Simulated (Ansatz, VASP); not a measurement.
## RbCl in VASP and in Ansatz

File INCAR:

```
PREC     = Accurate       # precision mode
ENCUT    = 500            # plane-wave cutoff, eV
EDIFF    = 1E-6           # SCF threshold, eV
ISMEAR   = 0              # smearing method
SIGMA    = 0.05           # smearing width, eV
LREAL    = False          # projectors in reciprocal space
LASPH    = True           # aspherical terms in the spheres
NELM     = 120            # most SCF steps
ALGO     = Normal         # electronic algorithm
ISIF     = 2              # what is computed and relaxed
LWAVE    = False          # write WAVECAR
LCHARG   = True           # write CHGCAR
GGA      = PS             # functional
LELF     = True           # ELF
LVHAR    = True         
NBANDS   = 15             # bands
GGA_COMPAT= False
```

The input KPOINTS:

```
regular mesh
0
Gamma
  8 8 8
```

The input POSCAR:

```
RbCl
1.0
    0.0000000000      3.2804924899      3.2804924899
    3.2804924899      0.0000000000      3.2804924899
    3.2804924899      3.2804924899      0.0000000000
Rb Cl
1 1
Direct
    0.5000000000      0.5000000000      0.5000000000
    0.0000000000      0.0000000000      0.0000000000
```

Input for Ansatz:

```yaml
crystal:
  lattice:
    - [0.0, 3.2804924899, 3.2804924899]
    - [3.2804924899, 0.0, 3.2804924899]
    - [3.2804924899, 3.2804924899, 0.0]
  atoms:
    - { symbol: Rb, position: [0.5, 0.5, 0.5] }
    - { symbol: Cl, position: [0.0, 0.0, 0.0] }
basis:
  ecutwfc: 420
  ecutrho_ratio: 4
kpoints:
  mp_grid: { grid: [8, 8, 8] }
hamiltonian:
  xc: pbesol
scf:
  occupations: { method: gaussian, width: 0.05 }
output:
  forces: true
  stress: true
  eigenvalues: true
```

Alike in both runs: task single point; functional PBEsol; k mesh 8 × 8 × 8; occupations gaussian, width 0.05 eV; no spin polarisation.

|  | VASP | Ansatz |
| --- | --- | --- |
| version | VASP 6.6.1 | Ansatz 0.2.0 |
| potentials or method | VASP PAW PBE potentials, release 64 (Rb_sv, Cl), cutoff 500 eV | scalar-relativistic, plane waves, PAW |
| valence electrons in the cell | 16 | 16 |

|  | VASP | Ansatz | Ansatz less VASP |
| --- | --- | --- | --- |
| gap on the k mesh at the Fermi level (eV) | 4.87 | 4.87 | +0.004 |
| least direct gap on the mesh (eV) | 4.87 | 4.87 | +0.004 |
| pressure (GPa) | -0.1 | -0.1 | -0.01 |

VASP's potentials were made for PBE, not for PBEsol.
